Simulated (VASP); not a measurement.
Wanted: the native input for a VASP 6.6.1 run.

| Property | Result |
| --- | --- |
| Task | single point |
| Functional | PBE |
| Potentials or basis | VASP PAW PBE potentials, release 64 (Mn_pv, O) |
| Cutoff | 520 eV |
| k mesh | 8 × 8 × 12 |
| Occupations | gaussian, width 0.1 eV |
| Spin | collinear spin, ferromagnetic start |
| Starting moments | [4.0, 4.0, 0.0, 0.0, 0.0, 0.0] μB |
| Hubbard terms | Mn d U = 3.9 eV |
| Dipole correction | no |
| k mesh for the DOS | 12 × 12 × 18 |
| Occupations for the DOS | tetrahedron |
| Further INCAR settings | ALGO = Fast; EDIFF = 1e-06; NBANDS = 38 |

The system is MnO2.

```
Mn O
1.0
     4.44965    0.00000    0.00000
     0.00000    4.44965    0.00000
     0.00000    0.00000    2.87709
Mn O
2 4
Direct
  0.00000 0.00000 0.00000
  0.50000 0.50000 0.50000
  0.30545 0.30545 0.00000
  0.19455 0.80545 0.50000
  0.69455 0.69455 0.00000
  0.80545 0.19455 0.50000
```

One way to write it, as run:

POSCAR

```
MnO2
1.0
    4.4496506212      0.0000000000      0.0000000000
    0.0000000000      4.4496506212      0.0000000000
    0.0000000000      0.0000000000      2.8770925173
Mn O
2 4
Direct
    0.0000000000      0.0000000000      0.0000000000
    0.5000000000      0.5000000000      0.5000000000
    0.3054516535      0.3054516535      0.0000000000
    0.1945483465      0.8054516535      0.5000000000
    0.6945483465      0.6945483465      0.0000000000
    0.8054516535      0.1945483465      0.5000000000
```

INCAR.step1

```
SYSTEM = MnO2
  ALGO = Fast
  EDIFF = 1E-6
  ENCUT = 520
  GGA = PE
  ISIF = 2
  ISMEAR = 0
  ISPIN = 2
  KPAR = 4
  LASPH = .TRUE.
  LCHARG = .TRUE.
  LDAU = .TRUE.
  LDAUJ = 0 0
  LDAUL = 2 -1
  LDAUPRINT = 1
  LDAUTYPE = 2
  LDAUU = 3.9 0
  LMAXMIX = 4
  LREAL = .FALSE.
  LWAVE = .FALSE.
  MAGMOM = 4 4 0 0 0 0
  NBANDS = 38
  NELM = 150
  PREC = Accurate
  SIGMA = 0.1
```

KPOINTS.step1

```
k-points
0
G
  8 8 12
  0 0 0
```

INCAR.step2

```
SYSTEM = MnO2
  ALGO = Fast
  EDIFF = 1E-6
  ENCUT = 520
  GGA = PE
  ICHARG = 11
  ISIF = 2
  ISMEAR = -5
  ISPIN = 2
  KPAR = 4
  LASPH = .TRUE.
  LCHARG = .FALSE.
  LDAU = .TRUE.
  LDAUJ = 0 0
  LDAUL = 2 -1
  LDAUPRINT = 1
  LDAUTYPE = 2
  LDAUU = 3.9 0
  LMAXMIX = 4
  LORBIT = 11
  LREAL = .FALSE.
  LWAVE = .FALSE.
  MAGMOM = 4 4 0 0 0 0
  NBANDS = 38
  NEDOS = 1001
  NELM = 150
  PREC = Accurate
  SIGMA = 0.1
```

KPOINTS.step2

```
k-points
0
G
  12 12 18
  0 0 0
```

Potentials or basis: VASP PAW PBE potentials, release 64 (Mn_pv, O).

Launch:

```sh
$ cat potpaw_PBE.64/Mn_pv/POTCAR potpaw_PBE.64/O/POTCAR > POTCAR
$ cp INCAR.step1 INCAR
$ cp KPOINTS.step1 KPOINTS
$ mpirun -np 4 vasp_std > vasp.out
$ cp INCAR.step2 INCAR
$ cp KPOINTS.step2 KPOINTS
$ mpirun -np 4 vasp_std > vasp.out
```

It gave:

```json
{"Net moment": "6.02 μB per cell", "Site moments": "Mn +3.04; O -0.05 μB", "Valence electrons inside the program's atomic spheres": "Mn 11.62; O 5.04"}
```

Caveat: the run started ferromagnetic, and an antiferromagnetic order may lie lower in energy.

Run time: 9.9 min on 4 MPI ranks on Oxide Virtual Turin-like Processor (shared host), peak memory 0.79 GiB a rank.
